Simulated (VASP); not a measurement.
Mn: single point with PBE

Crystal: Mn.

```
Mn
1.0
    -1.39327    1.39327    1.39327
     1.39327   -1.39327    1.39327
     1.39327    1.39327   -1.39327
Mn
1
Direct
  0.00000 0.00000 0.00000
```

```json
{"Program": "VASP 6.6.1", "Task": "single point", "Functional": "PBE", "Potentials or basis": "VASP PAW PBE potentials, release 64 (Mn_pv)", "Cutoff": "500 eV", "k mesh": "3 × 3 × 3", "Occupations": "tetrahedron", "Spin": "collinear spin, ferromagnetic start", "Starting moments": "[0.76] μB", "Dipole correction": "no", "Further INCAR settings": "ALGO = Normal; EDIFF = 1e-06; NBANDS = 16"}
```

The pressure is 19.2 GPa. The net moment is 1.06 μB per cell. The site moments are Mn +1.06 μB. The valence electrons inside the program's atomic spheres are Mn 11.94.

Levels at points of the mesh, in eV from the Fermi level:
Spin up:
| k point | band 3 | band 4 | band 5 | band 6 | band 7 | band 8 | band 9 | band 10 | band 11 | band 12 |
| --- | --- | --- | --- | --- | --- | --- | --- | --- | --- | --- |
| (0.00, 0.00, 0.00) | -48.50 | -8.45 | -1.89 | -1.89 | -1.89 | -0.18 | -0.18 | 23.94 | 23.94 | 23.94 |
Spin down:
| k point | band 3 | band 4 | band 5 | band 6 | band 7 | band 8 | band 9 | band 10 |
| --- | --- | --- | --- | --- | --- | --- | --- | --- |
| (0.00, 0.00, 0.00) | -47.29 | -8.29 | -1.00 | -1.00 | -1.00 | 1.16 | 1.16 | 23.92 |

Run time: 4.3 s on 1 thread of Intel(R) Xeon(R) Platinum 8488C (Sapphire Rapids), with other jobs on the host, peak memory 0.12 GiB.

Caveat: the k points lie up to 1.06 Å⁻¹ apart; tetrahedron occupations give inexact forces and stress in metals.
